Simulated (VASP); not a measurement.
Write the native input for VASP 6.6.1 that does the following.

| Quantity | Value |
| --- | --- |
| Task | single point |
| Functional | PBE |
| Potentials or basis | VASP PAW PBE potentials, release 64 (Zr_sv) |
| Cutoff | 520 eV |
| k mesh | 11 × 11 × 6 |
| Occupations | methfessel-paxton, width 0.3 eV |
| Spin | no spin polarisation |
| Dipole correction | no |
| Further INCAR settings | ALGO = Normal; EDIFF = 1e-06; NBANDS = 19 |

The structure of Zr lies in POSCAR:

```
Zr
1.0
    3.2318821451      0.0000000000      0.0000000000
   -1.6159410725      2.7988920397      0.0000000000
    0.0000000000      0.0000000000      5.1741041053
Zr
2
Direct
    0.3333333333      0.6666666667      0.2500000000
    0.6666666667      0.3333333333      0.7500000000
```

One way to write it, as run:

INCAR

```
PREC     = Accurate       # precision mode
ENCUT    = 520            # plane-wave cutoff, eV
EDIFF    = 1E-6           # SCF threshold, eV
ISMEAR   = 1              # smearing method
SIGMA    = 0.3            # smearing width, eV
LREAL    = F              # projectors in reciprocal space
LASPH    = T              # aspherical terms in the spheres
NELM     = 60             # most SCF steps
ALGO     = Normal         # electronic algorithm
ISIF     = 2              # what is computed and relaxed
LWAVE    = F              # write WAVECAR
LCHARG   = F              # write CHGCAR
GGA      = PE             # functional
NBANDS   = 19             # bands
```

KPOINTS

```
Automatic mesh
0
Gamma
  11 11 6
```

Potentials or basis: VASP PAW PBE potentials, release 64 (Zr_sv).

The run is started by

```bash
$ cat potpaw_PBE.64/Zr_sv/POTCAR > POTCAR
$ mpirun -np 1 vasp_std > vasp.out
```

Results of the run:

| Item | Value |
| --- | --- |
| Pressure | -0.1 GPa |
| Band gap on the k mesh | zero (band 12 reaches 9.81 eV, above the bottom of band 13 at 8.78 eV) |

It took 38 s on 1 thread of Intel(R) Xeon(R) Platinum 8488C (Sapphire Rapids), with other jobs on the host, peak memory 0.17 GiB.
